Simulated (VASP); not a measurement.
The system is MgO.

```
CELL_PARAMETERS angstrom
0.00000 2.28201 2.14577
2.28201 0.00000 2.14577
2.28201 2.28201 0.00000
ATOMIC_POSITIONS crystal
Mg 0.00000 0.00000 0.00000
O 0.25000 0.25000 0.25000
```

This cell differs from its parent crystal: uniaxial z strain -6.0%.

Program: VASP 6.6.1. Alike in all runs: task single point; potentials or basis VASP PAW PBE potentials, release 64 (Mg, O); no spin polarisation; cell as given; cutoff (eV) 520.

Task: Order these runs on this cell by their band gap on the k mesh, lowest first.
A. level HSE06; k mesh 6 × 6 × 6; smearing gaussian 0.01 eV; grid for exact exchange (PRECFOCK) Normal; screening parameter 0.2079 1/Å
B. level r2SCAN; k mesh 10 × 10 × 10; smearing gaussian 0.01 eV
C. level PBE; k mesh 10 × 10 × 10; smearing fermi-dirac 0.02 eV

Result: C (3.92 eV), B (4.61 eV), A (5.55 eV).
